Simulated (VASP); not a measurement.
# KGe2 (P4/nmm) in VASP: single point with PBE

Aim: the single point of KGe2 with PBE.

Everything below comes from runs of VASP 6.6.1. Logs are shortened: lines on timing, memory, paths and dates and some standing lists are left out, and cuts for length are marked.

## 1. The cell of the first run

Symmetry: P4/nmm, No. 129, tetragonal system. The conventional cell has a = 4.641 Å, b = 4.641 Å, c = 7.800 Å, α = 90.00°, β = 90.00°, γ = 90.00°. Within 4.7 Å of K (site symmetry 4mm) lie 10 Ge at 3.49 to 4.01 Å and 8 K at 4.17 to 4.64 Å. Within 3.6 Å of Ge (site symmetry -4m2) lie 8 Ge at 2.71 to 3.28 Å and 4 K at 3.49 Å. Within 3.6 Å of Ge (site symmetry 4mm) lie 4 Ge at 2.71 Å and 4 K at 3.50 Å.

## 2. Single point, PBE

INCAR reads:

```
PREC     = Accurate       # precision mode
ENCUT    = 520            # plane-wave cutoff, eV
EDIFF    = 1E-6           # SCF threshold, eV
ISMEAR   = 0              # smearing method
SIGMA    = 0.1            # smearing width, eV
LREAL    = F              # projectors in reciprocal space
LASPH    = T              # aspherical terms in the spheres
NELM     = 80             # most SCF steps
ALGO     = Normal         # electronic algorithm
ISIF     = 2              # what is computed and relaxed
LWAVE    = F              # write WAVECAR
LCHARG   = T              # write CHGCAR
GGA      = PE             # functional
LELF     = T              # ELF
LVHAR    = T            
NBANDS   = 46             # bands
```

KPOINTS reads:

```
Automatic mesh
0
Gamma
  8 8 6
```

POSCAR reads:

```
KGe2
1.0
    4.6408955431      0.0000000000      0.0000000000
    0.0000000000      4.6408955431      0.0000000000
    0.0000000000      0.0000000000      7.7999991618
K Ge
2 4
Direct
    0.0000000000      0.5000000000      0.6650160409
    0.5000000000      0.0000000000      0.3349839591
    0.0000000000      0.0000000000      0.0000000000
    0.5000000000      0.5000000000      0.0000000000
    0.0000000000      0.5000000000      0.1794912394
    0.5000000000      0.0000000000      0.8205087606
```

Potentials or basis: VASP PAW PBE potentials, release 64 (K_sv, Ge_d).

Launch:

```console
> cat potpaw_PBE.64/K_sv/POTCAR potpaw_PBE.64/Ge_d/POTCAR > POTCAR
> mpirun -np 1 vasp_std > vasp.out
```

OUTCAR:

```text
PREC = Accurate
   ENCUT = 520
   EDIFF = 1E-6
   ISMEAR = 0
   LREAL = F
   LASPH = T
   NELM = 80
   ISIF = 2
   GGA = PE

 ion  position               nearest neighbor table
   1  0.000  0.500  0.665-
   2  0.500  0.000  0.335-
   3  0.000  0.000  0.000-   5 2.71   6 2.71   5 2.71   6 2.71
   4  0.500  0.500  0.000-   5 2.71   6 2.71   6 2.71   5 2.71
   5  0.000  0.500  0.179-   3 2.71   4 2.71   3 2.71   4 2.71
   6  0.500  0.000  0.821-   3 2.71   4 2.71   4 2.71   3 2.71

  LATTYP: Found a simple tetragonal cell.
 ALAT       =     4.6408955431
 C/A-ratio  =     1.6807099167

  Lattice vectors:

 A1 = (   4.6408955431,   0.0000000000,   0.0000000000)
 A2 = (   0.0000000000,   4.6408955431,   0.0000000000)
 A3 = (   0.0000000000,   0.0000000000,   7.7999991618)

Analysis of symmetry for initial positions (statically):
=====================================================================
 Subroutine PRICEL returns:
 Original cell was already a primitive cell.

 Routine SETGRP: Setting up the symmetry group for a
 simple tetragonal supercell.

 Subroutine GETGRP returns: Found 16 space group operations
 (whereof  8 operations were pure point group operations)
 out of a pool of 16 trial point group operations.

The static configuration has the point symmetry D_2d.
 The point group associated with its full space group is D_4h.

Analysis of symmetry for dynamics (positions and initial velocities):
=====================================================================
 Subroutine PRICEL returns:
 Original cell was already a primitive cell.

 Routine SETGRP: Setting up the symmetry group for a
 simple tetragonal supercell.

 Subroutine GETGRP returns: Found 16 space group operations
 (whereof  8 operations were pure point group operations)
 out of a pool of 16 trial point group operations.

The dynamic configuration has the point symmetry D_2d.
 The point group associated with its full space group is D_4h.

 Subroutine INISYM returns: Found 16 space group operations
 (whereof  8 operations are pure point group operations),
 and found     1 'primitive' translations

----------------------------------------------------------------------------------------

                                     Primitive cell

  volume of cell :     167.9957

  direct lattice vectors                    reciprocal lattice vectors
     4.640895543  0.000000000  0.000000000     0.215475654  0.000000000  0.000000000
     0.000000000  4.640895543  0.000000000     0.000000000  0.215475654  0.000000000
     0.000000000  0.000000000  7.799999162     0.000000000  0.000000000  0.128205142

  length of vectors
     4.640895543  4.640895543  7.799999162     0.215475654  0.215475654  0.128205142

  position of ions in fractional coordinates (direct lattice)
     0.000000000  0.500000000  0.665016041
     0.500000000  0.000000000  0.334983959
     0.000000000  0.000000000  0.000000000
     0.500000000  0.500000000  0.000000000
     0.000000000  0.500000000  0.179491239
     0.500000000  0.000000000  0.820508761

  ion indices of the primitive-cell ions
   primitive index   ion index
                 1           1
                 2           2
                 3           3
                 4           4
                 5           5
                 6           6

----------------------------------------------------------------------------------------

 KPOINTS: Automatic mesh

Automatic generation of k-mesh.
 Grid dimensions read from file:
 generate k-points for:    8    8    6

 Generating k-lattice:

  Cartesian coordinates                     Fractional coordinates (reciprocal lattice)
     0.026934457  0.000000000  0.000000000     0.125000000  0.000000000  0.000000000
     0.000000000  0.026934457  0.000000000     0.000000000  0.125000000  0.000000000
     0.000000000  0.000000000  0.021367524     0.000000000  0.000000000  0.166666667

  Length of vectors
     0.026934457  0.026934457  0.021367524

  Shift w.r.t. Gamma in fractional coordinates (k-lattice)
     0.000000000  0.000000000  0.000000000

 Subroutine IBZKPT returns following result:
 ===========================================

 Found     60 irreducible k-points:

 Following reciprocal coordinates:
            Coordinates               Weight
  0.000000  0.000000  0.000000      1.000000
  0.125000  0.000000  0.000000      4.000000
  0.250000  0.000000  0.000000      4.000000
  0.375000  0.000000  0.000000      4.000000
  0.500000  0.000000  0.000000      2.000000
  0.125000  0.125000  0.000000      4.000000
[... 16 lines left out ...]
  0.375000  0.125000  0.166667     16.000000
  0.500000  0.125000  0.166667      8.000000
 [... further k-points ...]
   k-points           NKPTS =     60   k-points in BZ     NKDIM =     60   number of bands    NBANDS=     46
   number of dos      NEDOS =    301   number of ions     NIONS =      6
   total plane-waves  NPLWV =  77760
   dimension x,y,z NGX =    36 NGY =   36 NGZ =   60
   dimension x,y,z NGXF=    72 NGYF=   72 NGZF=  120
   ions per type =               2   4
   NGX,Y,Z   is equivalent  to a cutoff of  12.90, 12.90, 12.79 a.u.
   NGXF,Y,Z  is equivalent  to a cutoff of  25.79, 25.79, 25.58 a.u.
 SYSTEM =  unknown system
   PREC   = accura    normal or accurate (medium, high low for compatibility)
   ISTART =      0    job   : 0-new  1-cont  2-samecut
   ICHARG =      2    charge: 1-file 2-atom 10-const
   ISPIN  =      1    spin polarized calculation?
   LNONCOLLINEAR =      F non collinear calculations
   LSORBIT =      F    spin-orbit coupling
   LASPH  =      T    aspherical Exc in radial PAW
   ENCUT  =  520.0 eV  38.22 Ry    6.18 a.u.   8.63  8.63 14.50*2*pi/ulx,y,z
   NELM   =     80;   NELMIN=  2; NELMDL= -5     # of ELM steps
   EDIFF  = 0.1E-05   stopping-criterion for ELM
   LREAL  =      F    real-space projection
   EDIFFG = 0.1E-04   stopping-criterion for IOM
   NSW    =      0    number of steps for IOM
   IBRION =     -1    ionic relax: 0-MD 1-quasi-New 2-CG
   NFREE  =      0    steps in history (QN), initial steepest desc. (CG)
   ISIF   =      2    stress and relaxation
   ISYM   =      2    0-nonsym 1-usesym 2-fastsym
   POTIM  = 0.5000    time-step for ionic-motion
   TEBEG  =    0.0;   TEEND  =   0.0 temperature during run
   PSTRESS=    0.0 pullay stress
   NELECT =      74.0000    total number of electrons
   NUPDOWN=      -1.0000    fix difference up-down
   EMIN   =  10.00;   EMAX   =-10.00  energy-range for DOS
   EFERMI =   0.00;   METHOD = LEGACY
   ISMEAR =     0;   SIGMA  =   0.10  broadening in eV -4-tet -1-fermi 0-gaus
   EFERMI_NEDOS =   21; number of points for ismear=-14 and -15
   IALGO  =     38    algorithm
   IMIX   =      4    mixing-type and parameters
     AMIX     =   0.40;   BMIX     =  1.00
     AMIX_MAG =   1.60;   BMIX_MAG =  1.00
  volume/ion in A,a.u.               =      28.00       188.95
  Fermi-wavevector in a.u.,A,eV,Ry     =   1.245621  2.353883 21.110424  1.551572
  Thomas-Fermi vector in A             =   2.379835
   LORBIT       =      0    0 simple, 1 ext, 2 COOP (PROOUT), +10 PAW based schemes
   GGA     = PE    functional components
   LHFCALC =     F    Hartree Fock is set to
   AEXX    =    0.0000 exact exchange contribution
   IVDW    =     0    specifies the selected vdW correction
   LEPSILON=     F    determine dielectric tensor
   LRPA    =     F    only Hartree local field effects (RPA)
 non-spin polarized calculation
 Gauss-broadening in eV      SIGMA  =   0.10
  energy-cutoff  :      520.00
  volume of cell :      168.00
 maximum number of plane-waves:      4557
 NGX is ok and might be reduce to    36
   NGX = 17   NGY = 17   NGZ = 29

 number of electron      74.0000041 magnetization

 Free energy of the ion-electron system (eV)
  ---------------------------------------------------
  ext. energy  EPLUGINS =         0.00000000
  ---------------------------------------------------
  free energy    TOTEN  =       -20.79556098 eV

  energy without entropy =      -20.78276268  energy(sigma->0) =      -20.78916183

 E-fermi :   3.4250     XC(G=0):  -8.7905

 val. band max:        3.4187088908   @ k =   0.3750   0.1250   0.5000
 cond. band min:       3.4476095240   @ k =   0.0000   0.0000   0.1667
 fundamental gap:      0.0289006332
 Fermi energy:         3.4250124745

 k-point     1 :       0.0000    0.0000    0.0000
  band No.  band energies     occupation
      1     -28.0739      2.00000
      2     -28.0605      2.00000
      3     -21.4011      2.00000
      4     -21.3898      2.00000
      5     -21.3752      2.00000
      6     -21.3557      2.00000
[... 38 lines left out ...]
     45       6.8725      0.00000
     46       7.0594      0.00000

 k-point     2 :       0.1250    0.0000    0.0000
  band No.  band energies     occupation
      1     -28.0732      2.00000
      2     -28.0607      2.00000
      3     -21.3984      2.00000
      4     -21.3899      2.00000
      5     -21.3763      2.00000
      6     -21.3559      2.00000
[... 38 lines left out ...]
     45       7.1640      0.00000
     46       7.8903      0.00000

 k-point     3 :       0.2500    0.0000    0.0000
  band No.  band energies     occupation
      1     -28.0711      2.00000
      2     -28.0615      2.00000
      3     -21.3909      2.00000
      4     -21.3898      2.00000
      5     -21.3792      2.00000
      6     -21.3557      2.00000
[... 38 lines left out ...]
     45       7.3025      0.00000
     46       8.1813      0.00000

 k-point     4 :       0.3750    0.0000    0.0000
  band No.  band energies     occupation
      1     -28.0682      2.00000
      2     -28.0631      2.00000
      3     -21.3888      2.00000
      4     -21.3830      2.00000
      5     -21.3797      2.00000
      6     -21.3541      2.00000
[... 920 lines left out ...]
     45       7.4017      0.00000
     46       8.1201      0.00000

 k-point    23 :       0.3750    0.1250    0.1667
  band No.  band energies     occupation
      1     -28.0678      2.00000
      2     -28.0630      2.00000
      3     -21.3890      2.00000
      4     -21.3836      2.00000
      5     -21.3794      2.00000
      6     -21.3561      2.00000
[... 38 lines left out ...]
     45       7.6006      0.00000
     46       7.8011      0.00000

 k-point    24 :       0.5000    0.1250    0.1667
  band No.  band energies     occupation
      1     -28.0651      2.00000
      2     -28.0651      2.00000
      3     -21.3869      2.00000
      4     -21.3869      2.00000
      5     -21.3677      2.00000
      6     -21.3677      2.00000
[... 38 lines left out ...]
     45       7.5095      0.00000
     46       7.5095      0.00000

 [... further k-points ...]

------------------------ aborting loop because EDIFF is reached ----------------------------------------

  FORCE on cell =-STRESS in cart. coord.  units (eV):
  Direction    XX          YY          ZZ          XY          YZ          ZX
  --------------------------------------------------------------------------------------
  -------------------------------------------------------------------------------------
  Total        0.0522665      0.0522665      0.0358346      0.0000000      0.0000000     -0.0000000
  in kB        0.4984660      0.4984660      0.3417553      0.0000000      0.0000000     -0.0000000
  external PRESSURE =       0.4462291 kB  Pullay stress =       0.0000000 kB

 VOLUME and BASIS-vectors are now :
 -----------------------------------------------------------------------------
  energy-cutoff  :      520.00
  volume of cell :      168.00
      direct lattice vectors                 reciprocal lattice vectors
     4.640895543  0.000000000  0.000000000     0.215475654  0.000000000  0.000000000
     0.000000000  4.640895543  0.000000000     0.000000000  0.215475654  0.000000000
     0.000000000  0.000000000  7.799999162     0.000000000  0.000000000  0.128205142

 POSITION                                       TOTAL-FORCE (eV/Angst)
 -----------------------------------------------------------------------------------
      0.00000      2.32045      5.18712         0.000000     -0.000000     -0.008687
      2.32045      0.00000      2.61287        -0.000000      0.000000      0.008687
      0.00000      0.00000      0.00000         0.000000     -0.000000      0.000000
      2.32045      2.32045      0.00000        -0.000000      0.000000      0.000000
      0.00000      2.32045      1.40003         0.000000      0.000000      0.002369
      2.32045      0.00000      6.39997        -0.000000      0.000000     -0.002369
 -----------------------------------------------------------------------------------
    total drift:                                0.000000      0.000000      0.000000

  FREE ENERGIE OF THE ION-ELECTRON SYSTEM (eV)
  ---------------------------------------------------
  free  energy   TOTEN  =       -20.7955609837 eV

  energy  without entropy=      -20.7827626841  energy(sigma->0) =      -20.78916183
```

Run time: 3 min. Hardware: 1 thread of Intel Xeon 6975P-C (Granite Rapids), shared host; peak memory 0.49 GiB.

What came out:

```
Free energy            : -20.7956 eV
Pressure               : 0.0 GPa
Largest force          : 0.009 eV/Å
Band gap on the k mesh : zero (bands 37 and 38 overlap by 3.39 eV)
```

Forces on the atoms (eV/Å):
```
K    0.000  0.000 -0.009
K    0.000  0.000  0.009
Ge   0.000  0.000  0.000
Ge   0.000  0.000  0.000
Ge   0.000  0.000  0.002
Ge   0.000  0.000 -0.002
```

Levels at points of the mesh, in eV from the Fermi level:
| k point | band 33 | band 34 | band 35 | band 36 | band 37 | band 38 | band 39 | band 40 | band 41 | band 42 |
| --- | --- | --- | --- | --- | --- | --- | --- | --- | --- | --- |
| (0.00, 0.00, 0.00) | -3.85 | -3.85 | -0.91 | -0.56 | -0.56 | -0.27 | -0.04 | 0.06 | 2.78 | 3.12 |
| (0.50, 0.00, 0.00) | -2.44 | -2.44 | -1.93 | -1.93 | -1.51 | -1.51 | 2.22 | 2.22 | 2.30 | 2.30 |
| (0.50, 0.50, 0.00) | -3.02 | -3.02 | -2.80 | -2.80 | 1.09 | 1.09 | 1.55 | 1.55 | 3.70 | 3.70 |
| (0.00, 0.00, 0.50) | -3.86 | -3.86 | -1.82 | -0.56 | -0.56 | -0.09 | -0.03 | 1.07 | 3.01 | 3.20 |
| (0.50, 0.00, 0.50) | -2.45 | -2.45 | -1.84 | -1.84 | -1.38 | -1.38 | 1.28 | 1.28 | 2.44 | 2.44 |
| (0.50, 0.50, 0.50) | -3.02 | -3.02 | -3.00 | -3.00 | 1.88 | 1.88 | 2.14 | 2.14 | 2.49 | 2.49 |

The gap in the log of VASP goes by the Fermi energy; the results here count the filled bands.